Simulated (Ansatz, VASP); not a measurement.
KNb2W2: VASP beside Ansatz

INCAR

```
ALGO = Fast
EDIFF = 1E-6
ENCUT = 520
GGA = PE
ISIF = 2
ISMEAR = 0
LASPH = T
LCHARG = F
LREAL = F
LWAVE = F
NBANDS = 40
NELM = 100
PREC = Accurate
SIGMA = 0.1
```

File KPOINTS:

```
k-points
0
Gamma
  4 4 4
```

Contents of POSCAR:

```
KNb2W2
1.0
    4.0635837700      0.0000000000      0.0000000000
    0.0000000000      4.0635837700      0.0000000000
    0.0000000000      0.0000000000      7.3163586800
K Nb W
1 2 2
Direct
    0.5000000000      0.5000000000      0.3362649700
    0.5000000000      0.5000000000      0.9366041700
    0.0000000000      0.0000000000      0.8222330400
    0.0000000000      0.0000000000      0.4849413500
    0.0000000000      0.0000000000      0.1505088200
```

Input for Ansatz:

```yaml
crystal:
  lattice:
    - [4.06358377, 0.0, 0.0]
    - [0.0, 4.06358377, 0.0]
    - [0.0, 0.0, 7.31635868]
  atoms:
    - { symbol: K, position: [0.5, 0.5, 0.33626497] }
    - { symbol: Nb, position: [0.5, 0.5, 0.93660417] }
    - { symbol: Nb, position: [0.0, 0.0, 0.82223304] }
    - { symbol: W, position: [0.0, 0.0, 0.48494135] }
    - { symbol: W, position: [0.0, 0.0, 0.15050882] }
basis:
  ecutwfc: 420
kpoints:
  mp_grid: { grid: [4, 4, 4] }
hamiltonian:
  xc: pbe
scf:
  occupations: { method: gaussian, width: 0.1 }
  lower_state_search: "off"
output:
  forces: true
  stress: true
  eigenvalues: true
```

Alike in both runs: task single point; functional PBE; k mesh 4 × 4 × 4; occupations gaussian, width 0.1 eV; no spin polarisation.

|  | VASP | Ansatz |
| --- | --- | --- |
| version | VASP 6.6.1 | Ansatz 0.2.0 |
| potentials or method | VASP PAW PBE potentials, release 64 (K_sv, Nb_sv, W_sv), cutoff 520 eV | scalar-relativistic, plane waves, PAW |
| valence electrons in the cell | 63 | 63 |

Ansatz gave:

| Item | Value |
| --- | --- |
| gap on the k mesh at the Fermi level (eV) | none |
| pressure (GPa) | -4.2 |
| traceless stress, the component that is largest in VASP (GPa) | 6.00 |
| rms of the force components (eV/Å) | 0.455 |

Problem. Which values does VASP return?

Solution. gap on the k mesh at the Fermi level (eV): none; pressure (GPa): -3.9; traceless stress, the component that is largest in VASP (GPa): 6.47; rms of the force components (eV/Å): 0.459.

Atom by atom the forces differ by 0.023 eV/Å (rms over components). A gap of «none» marks a metal or a gap that the smearing closes.

The k mesh is coarse, so the values compare programs but aren't converged. Spin-orbit coupling is off throughout.
